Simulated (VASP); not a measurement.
A run of VASP 6.6.1 is set up as follows.

File INCAR:

```
ALGO = Normal
EDIFF = 1E-7
ENCUT = 520
GGA = PE
ISIF = 2
ISMEAR = 0
LASPH = T
LCHARG = T
LELF = T
LREAL = F
LVHAR = T
LWAVE = F
NBANDS = 38
NELM = 80
PREC = Accurate
SIGMA = 0.1
```

Contents of KPOINTS:

```
k-points
0
Gamma
  4 4 6
```

Contents of POSCAR:

```
Y3NbO2
1.0
    6.1015663158      0.0000000000      0.0000000000
    0.0000000000      6.1015663158      0.0000000000
    0.0000000000      0.0000000000      4.0286280159
Y Nb O
3 1 2
Direct
    0.0000000000      0.5000000000      0.5000000000
    0.5000000000      0.0000000000      0.5000000000
    0.0000000000      0.0000000000      0.5000000000
    0.5000000000      0.5000000000      0.0000000000
    0.5000000000      0.5000000000      0.5000000000
    0.0000000000      0.0000000000      0.0000000000
```

Potentials or basis: VASP PAW PBE potentials, release 64 (Y_sv, Nb_sv, O).

Run with:

```bash
$ cat potpaw_PBE.64/Y_sv/POTCAR potpaw_PBE.64/Nb_sv/POTCAR potpaw_PBE.64/O/POTCAR > POTCAR
$ mpirun -np 1 vasp_std > vasp.out
```

(1) Predict the pressure.

(2) Predict the band gap on the k mesh.

Results:

(1) -0.1 GPa.

(2) zero (bands 29 and 30 overlap by 0.82 eV).
